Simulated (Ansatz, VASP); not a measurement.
Given: the input of a run of VASP 6.6.1 on MgS.

File POSCAR:

```
MgS
1.0
    0.0000000000      2.6123838967      2.6123838967
    2.6123838967      0.0000000000      2.6123838967
    2.6123838967      2.6123838967      0.0000000000
S Mg
1 1
Direct
    0.2500000000      0.2500000000      0.2500000000
    0.0000000000      0.0000000000      0.0000000000
```

File INCAR.step1:

```
PREC = Accurate
ENCUT = 520
EDIFF = 1E-5
ISMEAR = 0
SIGMA = 0.05
LREAL = F
LASPH = T
NELM = 100
ALGO = Normal
ISIF = 2
LWAVE = T
LCHARG = F
NBANDS = 11
GGA = PE
```

File INCAR.step2:

```
PREC = Accurate
ENCUT = 520
EDIFF = 1E-7
ISMEAR = 0
SIGMA = 0.05
LREAL = F
LASPH = T
NELM = 100
ALGO = Normal
ISIF = 2
LWAVE = F
LCHARG = F
GGA = PE
LHFCALC = T
AEXX = 0.25
PRECFOCK = Normal
NBANDS = 11
ISTART = 1
```

KPOINTS

```
Automatic mesh
0
Gamma
  6 6 6
```

Potentials or basis: VASP PAW PBE potentials, release 64 (S, Mg).

Run with:

```console
$ cat potpaw_PBE.64/S/POTCAR potpaw_PBE.64/Mg/POTCAR > POTCAR
$ cp INCAR.step1 INCAR
$ mpirun -np 1 vasp_std > vasp.out
$ cp INCAR.step2 INCAR
$ mpirun -np 1 vasp_std > vasp.out
```

**Question.** Set up the same calculation for Ansatz 0.2.0. Potentials there: Ansatz PAW.

**Answer.** As run (the cutoff follows the program's own potentials):

File input.yaml:

```yaml
crystal:
  lattice:
    - [0.0, 2.6123838967, 2.6123838967]
    - [2.6123838967, 0.0, 2.6123838967]
    - [2.6123838967, 2.6123838967, 0.0]
  atoms:
    - { symbol: S, position: [0.25, 0.25, 0.25] }
    - { symbol: Mg, position: [0.0, 0.0, 0.0] }
hamiltonian:
  xc: pbe0
  pseudopotentials: { kind: paw, core: large }
kpoints:
  mp_grid: { grid: [6, 6, 6] }
scf:
  occupations: { method: gaussian, width: 0.05 }
output:
  forces: true
  stress: true
  eigenvalues: true
```

Potentials or basis: Ansatz PAW.

Command:

```bash
$ ansatz run input.yaml --threads 1 --pin off --max-ram 2560MiB --backend cpu --events-out ev --progress --plain --runs-dir out
```

Both were run:

|  | VASP | Ansatz | Ansatz less VASP |
| --- | --- | --- | --- |
| gap on the k mesh at the Fermi level (eV) | 5.29 | 5.29 | -0.002 |
| least direct gap on the mesh (eV) | 6.64 | 6.63 | -0.008 |
| pressure (GPa) | 23.1 | 23.2 | +0.09 |

VASP's potentials hold 8 valence electrons a cell and Ansatz's 16, so a difference there can come from the potentials and not from the codes.
